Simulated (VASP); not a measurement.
Runs of VASP 6.6.1 on Pb. The structure is that of space group Pm-3m (No. 221), or close to it. The cells are those of the table. 

```csv
task,cell,cutoff (eV),k mesh for the DOS,occupations for the DOS,gap on the mesh (eV),pressure (GPa)
single point,"a = 2.494 Å, 1 atom",520,-,-,none,206.2
single point,"a = 3.083 Å, 1 atom",520,-,-,none,(a)
single point,"a = 2.819 Å, 1 atom",520,-,-,none,43.8
relaxation of cell and atoms,"relaxed from a = 3.254 Å, 1 atom",600,-,-,none,0.0
```

Alike in all rows: level PBE; potentials or basis VASP PAW PBE potentials, release 64 (Pb_d); no spin polarisation; k mesh 12 × 12 × 12; smearing fermi-dirac 0.05 eV.

**Question.** Estimate the missing entries.

**Answer.** (a) 8.5.

Caveats: spin-orbit coupling is left out, which moves the levels of the heavy elements; the relaxation stopped at its first step, so nothing moved (some runs).

A k mesh can miss the band edges, and the runs leave out spin-orbit coupling on Pb.

A gap of «none» marks levels without a gap at the run's occupations.
